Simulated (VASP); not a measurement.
Here is a VASP 6.6.1 calculation.

Contents of INCAR:

```
SYSTEM = H3CCl
  PREC = Accurate
  ENCUT = 520
  EDIFF = 1E-6
  ISMEAR = -1
  SIGMA = 0.05
  LREAL = Auto
  LASPH = .TRUE.
  NELM = 100
  ALGO = Normal
  ISIF = 2
  LWAVE = .FALSE.
  LCHARG = .FALSE.
  GGA = PE
  IVDW = 12
  NBANDS = 82
```

KPOINTS

```
regular mesh
0
G
  1 1 1
  0 0 0
```

The input POSCAR:

```
H3CCl
1.0
    9.0287150000      0.0000000000      0.0000000000
    0.0000000000      9.0287150000      0.0000000000
    0.0000000000      0.0000000000      9.0287150000
C Cl H
8 8 24
Direct
    0.6615448599      0.5102276459     -0.0109982428
    0.4202148368      0.1425562774      0.6719339352
    0.7126374019      0.7809970743      0.6986265487
    0.9441432142      0.0246989743      0.3234015029
    0.0142545202      0.4895934804      0.2211278128
    0.9146262785      0.2708469588      0.7379787711
    0.3869542897      0.5660495430      0.5563803930
    0.5178145506      0.9858213489      0.1639325197
    0.6268333866      0.4398964858      0.1713643636
    0.2790319553      0.0953513318      0.8061944585
    0.8792945619      0.6801189317      0.7263381334
    1.1371939418      0.0511479208      0.3683580665
    0.0415784527      0.4610955158      0.4214774749
    0.8620938860      0.1626477300      0.8963734042
    0.3416654529      0.7091263818      0.6872185023
    0.5782328936      0.8913117758      0.3324504096
    0.6699956749      0.6319171665     -0.0232369723
    0.7718595614      0.4608961519     -0.0246435955
    0.5909478813      0.4636872467     -0.0966250458
    0.4637537014      0.0423648326      0.6141294747
    0.3665416396      0.2164649122      0.5904383957
    0.5067166258      0.2019224220      0.7341354778
    0.6157797649      0.7178319395      0.7263713607
    0.7122275983      0.8895728794      0.7533962474
    0.7013511890      0.8064602770      0.5749655405
    0.9237416399      0.0882074581      0.2259346983
    0.9376085080     -0.0914969627      0.2969968595
    0.8587490025      0.0615259204      0.4037783893
   -0.0069555856      0.6116263499      0.2098526756
    0.1133383876      0.4530323529      0.1608866821
   -0.0769655483      0.4194395326      0.1822961518
    0.8186768549      0.3284742070      0.6847043018
    0.9928544649      0.3561193370      0.7711396361
    0.9802280834      0.2011692694      0.6632837563
    0.2863419656      0.5005584959      0.5307178264
    0.4165266043      0.6320390000      0.4532317168
    0.4732677906      0.4942785324      0.5968069653
    0.4153304208      1.0390072120      0.1932943946
    0.6072735710      1.0542696275      0.1291324402
    0.4991186453      0.9039160058      0.0750494395
```

Potentials or basis: VASP PAW PBE potentials, release 64 (C, Cl, H).

The run is started by

```sh
$ cat potpaw_PBE.64/C/POTCAR potpaw_PBE.64/Cl/POTCAR potpaw_PBE.64/H/POTCAR > POTCAR
$ mpirun -np 1 vasp_gam > vasp.out
```

Q: Estimate the largest force.

A: 2.275 eV/Å.

Q: Estimate the band gap on the k mesh.

A: 5.25 eV.

Q: Estimate the pressure.

A: -0.8 GPa.

Q: What does it give for the dispersion energy per atom?

A: -0.043 eV.

Stress tensor (GPa, compression positive):
```
-0.23  0.56 -0.08
 0.56 -0.84  0.31
-0.08  0.31 -1.27
```

Caveat: the k points lie up to 0.70 Å⁻¹ apart.
